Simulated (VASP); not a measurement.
The system is Be3ZnSe4.

```
Be Zn Se
1.0
     5.30641    0.00000    0.00000
     0.00000    5.30641    0.00000
     0.00000    0.00000    5.30641
Be Zn Se
3 1 4
Direct
  0.50000 0.00000 0.50000
  0.50000 0.50000 0.00000
  0.00000 0.50000 0.50000
  0.00000 0.00000 0.00000
  0.25000 0.75000 0.75000
  0.25000 0.25000 0.25000
  0.75000 0.75000 0.25000
  0.75000 0.25000 0.75000
```

```yaml
Program: VASP 6.6.1
Task: relaxation of cell and atoms
Functional: PBE
Potentials_or_basis: VASP PAW PBE potentials, release 64 (Be, Zn, Se)
Cutoff: 600 eV
k_mesh: 4 × 4 × 4
Occupations: gaussian, width 0.1 eV
Spin: no spin polarisation
```

At the start: pressure 2.1 GPa; volume 18.68 Å³/atom.

Q: Where does the relaxation end?

A: Over 4 steps the energy falls by 55.4 meV/atom and the volume is 18.84 Å³/atom (+0.9 %); space group P-43m (No. 215, to 0.05 Å).

The path:
```
step  energy change (eV)  largest force (eV/Å)  pressure (GPa)  volume (Å³)
   1              0.0000                1.9233            2.10       149.42
   2             -0.4077                0.3289           -1.54       154.77
   3             -0.4119                0.1737           -1.86       155.41
   4             -0.4434                0.0179            0.11       150.74
```

Final structure:
```
Be Zn Se
1.0
     5.32197    0.00000    0.00000
     0.00000    5.32197    0.00000
     0.00000    0.00000    5.32197
Be Zn Se
3 1 4
Direct
  0.50000 0.00000 0.50000
  0.50000 0.50000 0.00000
  0.00000 0.50000 0.50000
  0.00000 0.00000 0.00000
  0.26302 0.73698 0.73698
  0.26302 0.26302 0.26302
  0.73698 0.73698 0.26302
  0.73698 0.26302 0.73698
```
